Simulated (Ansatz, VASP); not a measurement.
# Ta2B2O: VASP beside Ansatz

```
Ta B O
1.0
     4.35513    0.00000    0.00000
     0.00000    4.35513    0.00000
     0.00000    0.00000    3.09159
Ta B O
2 2 1
Direct
  0.00000 0.50000 0.50000
  0.50000 0.00000 0.50000
  0.50000 0.50000 0.75019
  0.50000 0.50000 0.24981
  0.00000 0.00000 0.00000
```

Alike in both runs: task relaxation of cell and atoms; functional PBE; k mesh 10 × 10 × 12; occupations gaussian, width 0.1 eV; no spin polarisation.

|  | VASP | Ansatz |
| --- | --- | --- |
| version | VASP 6.6.1 | Ansatz 0.2.0 |
| potentials or method | VASP PAW PBE potentials, release 64 (Ta_pv, B, O), cutoff 600 eV | scalar-relativistic, plane waves, PAW |
| valence electrons in the cell | 34 | 38 |

Ansatz gave:

```
gap on the k mesh at the Fermi level, each at its own relaxed structure (eV) : none
relaxed volume (Å³/atom)                                                     : 11.70
relaxed cell length with the largest relative difference (Å)                 : 4.302
```

Problem. What did VASP give for the same quantities?

Solution. gap on the k mesh at the Fermi level, each at its own relaxed structure (eV): none; relaxed volume (Å³/atom): 11.71; relaxed cell length with the largest relative difference (Å): 4.305.

A gap of «none» marks a metal or a gap that the smearing closes. VASP's potentials hold 34 valence electrons a cell and Ansatz's 38, so a difference there can come from the potentials and not from the codes.

Neither program's run includes spin-orbit coupling.
